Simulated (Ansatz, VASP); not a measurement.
# CaF2 in VASP and in Ansatz

POSCAR

```
CaF2
1.0
    0.0000000000      2.8011807631      2.8011807631
    2.8011807631      0.0000000000      2.8011807631
    2.8011807631      2.8011807631      0.0000000000
Ca F
1 2
Direct
    0.0000000000      0.0000000000      0.0000000000
    0.2500000000      0.2500000000      0.2500000000
    0.7500000000      0.7500000000      0.7500000000
```

File INCAR.step1:

```
  PREC = Accurate
  ENCUT = 520
  EDIFF = 1E-5
  ISMEAR = 0
  SIGMA = 0.01
  LREAL = F
  LASPH = T
  NELM = 120
  ALGO = Normal
  ISIF = 2
  LWAVE = T
  LCHARG = F
  NBANDS = 19
  GGA = PE
  GGA_COMPAT = F
```

INCAR.step2

```
  PREC = Accurate
  ENCUT = 520
  EDIFF = 1E-6
  ISMEAR = 0
  SIGMA = 0.01
  LREAL = F
  LASPH = T
  NELM = 120
  ALGO = Normal
  ISIF = 2
  LWAVE = F
  LCHARG = F
  GGA = PE
  LHFCALC = T
  HFSCREEN = 0.2079
  PRECFOCK = Normal
  NBANDS = 19
  ISTART = 1
  GGA_COMPAT = F
```

The input KPOINTS:

```
regular mesh
0
Gamma
  6 6 6
```

Input for Ansatz:

```yaml
crystal:
  lattice:
    - [0.0, 2.8011807631, 2.8011807631]
    - [2.8011807631, 0.0, 2.8011807631]
    - [2.8011807631, 2.8011807631, 0.0]
  atoms:
    - { symbol: Ca, position: [0.0, 0.0, 0.0] }
    - { symbol: F, position: [0.25, 0.25, 0.25] }
    - { symbol: F, position: [0.75, 0.75, 0.75] }
kpoints:
  mp_grid: { grid: [6, 6, 6] }
  band_path:
    path:
      - [0.0, 0.0, 0.0]
      - [0.5, 0.0, 0.5]
      - [0.625, 0.25, 0.625]
      - [0.375, 0.375, 0.75]
      - [0.5, 0.5, 0.5]
      - [0.5, 0.25, 0.75]
      - [0.0, 0.5, 0.5]
    npoints: 1
hamiltonian:
  xc: hse06
scf:
  occupations: { method: fixed }
  n_extra_bands: 4
output:
  forces: true
  stress: true
  eigenvalues: true
  write_density: true
  write_potential: true
  elf: true
  volumetric_format: npy
```

Change from the starting cell: hydrostatic strain +3.0%.

Alike in both runs: task single point; functional HSE06; k mesh 6 × 6 × 6; no spin polarisation.

```csv
,VASP,Ansatz
version,VASP 6.6.1,Ansatz 0.2.0
potentials or method,"VASP PAW PBE potentials, release 64 (Ca_sv, F)","plane waves, PAW"
plane-wave cutoff (eV),520,420
occupations,"gaussian, width 0.01 eV",fixed
valence electrons in the cell,24,24
```

|  | VASP | Ansatz | Ansatz less VASP |
| --- | --- | --- | --- |
| gap on the k mesh at the Fermi level (eV) | 8.87 | 8.90 | +0.027 |
| pressure (GPa) | -4.9 | -5.2 | -0.26 |

Ansatz's warnings: stress exchange threshold loose, stress scf threshold loose.
